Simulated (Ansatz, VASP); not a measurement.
GaN in VASP and in Ansatz

```
Ga N
1.0
     0.00000    2.09048    2.09048
     2.09048    0.00000    2.09048
     2.09048    2.09048    0.00000
Ga N
1 1
Direct
  0.00000 0.00000 0.00000
  0.50000 0.50000 0.50000
```

Alike in both runs: functional LDA; k mesh 10 × 10 × 10; occupations gaussian, width 0.02 eV; no spin polarisation.

Ansatz relaxed the structure, and its values are those at the end. VASP's run is a single point on that final structure, the one shown.

|  | VASP | Ansatz |
| --- | --- | --- |
| version | VASP 6.6.1 | Ansatz 0.2.0 |
| potentials or method | VASP PAW LDA potentials, release 64 (Ga_d, N), cutoff 600 eV | scalar-relativistic, plane waves, PAW |
| valence electrons in the cell | 18 | 18 |

Ansatz gave:

```
gap on the k mesh at the Fermi level (eV) : 0.63
least direct gap on the mesh (eV)         : 3.22
pressure (GPa)                            : 0.0
```

Problem. Which values does VASP return?

Solution. gap on the k mesh at the Fermi level (eV): 0.65; least direct gap on the mesh (eV): 3.25; pressure (GPa): 1.3.

LDA's correlation is that of Perdew and Zunger in VASP and of Perdew and Wang (1992) in Ansatz.
